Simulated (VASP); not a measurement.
A run of VASP 6.6.1:

Contents of INCAR:

```
PREC = Accurate ; ENCUT = 520
EDIFF = 1E-6 ; ISMEAR = 1
SIGMA = 0.05 ; LREAL = F
LASPH = T ; NELM = 80
ALGO = Normal ; ISIF = 2
LWAVE = F ; LCHARG = T
GGA = RE ; LELF = T
LVHAR = T ; ISYM = 0
NBANDS = 8
```

File KPOINTS:

```
regular mesh
0
Gamma
  13 13 11
```

POSCAR

```
Si
1.0
   -1.6269150000      1.6269150000      1.3203300000
    1.6269150000     -1.6269150000      1.3203300000
    1.6269150000      1.6269150000     -1.3203300000
Si
1
Direct
    0.0000000000      0.0000000000      0.0000000000
```

Potentials or basis: VASP PAW PBE potentials, release 64 (Si).

The run is started by

```bash
$ cat potpaw_PBE.64/Si/POTCAR > POTCAR
$ mpirun -np 1 vasp_std > vasp.out
```

Hardware: 1 thread of AMD EPYC 7R13 (shared host).

Problem. How long does it take, and how much memory?

Solution. Wall time 2 min on 1 thread of AMD EPYC 7R13 (shared host), peak memory 0.16 GiB. Counts: scf iterations 9, k points 930.
